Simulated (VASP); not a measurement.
Input of a VASP 6.6.1 run:

Contents of INCAR:

```
SYSTEM = FeS2
  ALGO = Normal
  EDIFF = 1E-6
  ENCUT = 600
  GGA = PS
  GGA_COMPAT = .False.
  ISIF = 2
  ISMEAR = 0
  LASPH = .True.
  LCHARG = .True.
  LELF = .True.
  LREAL = .False.
  LVHAR = .True.
  LWAVE = .False.
  NBANDS = 29
  NELM = 120
  PREC = Accurate
  SIGMA = 0.02
```

The input KPOINTS:

```
k-points
0
Gamma
  6 6 8
  0 0 0
```

POSCAR

```
FeS2
1.0
    4.3674117449      0.0000000000      0.0000000000
    0.0000000000      5.3331402397      0.0000000000
    0.0000000000      0.0000000000      3.2775318483
Fe S
2 4
Direct
    0.5000000000      0.5000000000      0.5000000000
    0.0000000000      0.0000000000      0.0000000000
    0.2950309132      0.8742100904      0.5000000000
    0.7049690868      0.1257899096      0.5000000000
    0.2049690868      0.3742100904      0.0000000000
    0.7950309132      0.6257899096      0.0000000000
```

Potentials or basis: VASP PAW PBE potentials, release 64 (Fe, S).

Launch:

```bash
$ cat potpaw_PBE.64/Fe/POTCAR potpaw_PBE.64/S/POTCAR > POTCAR
$ mpirun -np 1 vasp_std > vasp.out
```

Problem. Estimate the pressure.

Solution. 4.3 GPa.

Problem. Estimate the largest force.

Solution. 0.057 eV/Å.

Problem. Predict the band gap on the k mesh.

Solution. 0.92 eV (least direct gap 1.26 eV).

Stress tensor (GPa, compression positive):
```
3.27 0.00 0.00
0.00 1.76 0.00
0.00 0.00 7.82
```

Caveat: the cell differs from its parent crystal (strain along c alone, the other axes held: -2.0 %, then relaxed in part); the stress differs along the axes, from 2 to 8 GPa; the PAW data sets were made with another functional, which shifts forces and pressure a little. A k mesh can miss the band edges.
